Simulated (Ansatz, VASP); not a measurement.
# Tl: VASP beside Ansatz

```xyz
1
Lattice="-1.8962 1.8962 1.8962 1.8962 -1.8962 1.8962 1.8962 1.8962 -1.8962" Properties=species:S:1:pos:R:3 pbc="T T T"
Tl    0.0000    0.0000    0.0000
```

Alike in both runs: functional LDA; k mesh 12 × 12 × 12; occupations fermi-dirac, width 0.1 eV; no spin polarisation.

Ansatz relaxed the structure, and its values are those at the end. VASP's run is a single point on that final structure, the one shown.

```csv
,VASP,Ansatz
version,VASP 6.6.1,Ansatz 0.2.0
potentials or method,"VASP PAW LDA potentials, release 64 (Tl_d), cutoff 520 eV","plane waves (420 eV) with PAW, scalar-relativistic"
valence electrons in the cell,13,13
```

```csv
,VASP,Ansatz,Ansatz less VASP
pressure (GPa),0.1,0.0,-0.08
```

Ansatz warns that its potentials were made for another functional, while VASP's fit it. LDA's correlation is that of Perdew and Zunger in VASP and of Perdew and Wang (1992) in Ansatz.

Spin-orbit coupling is off throughout.
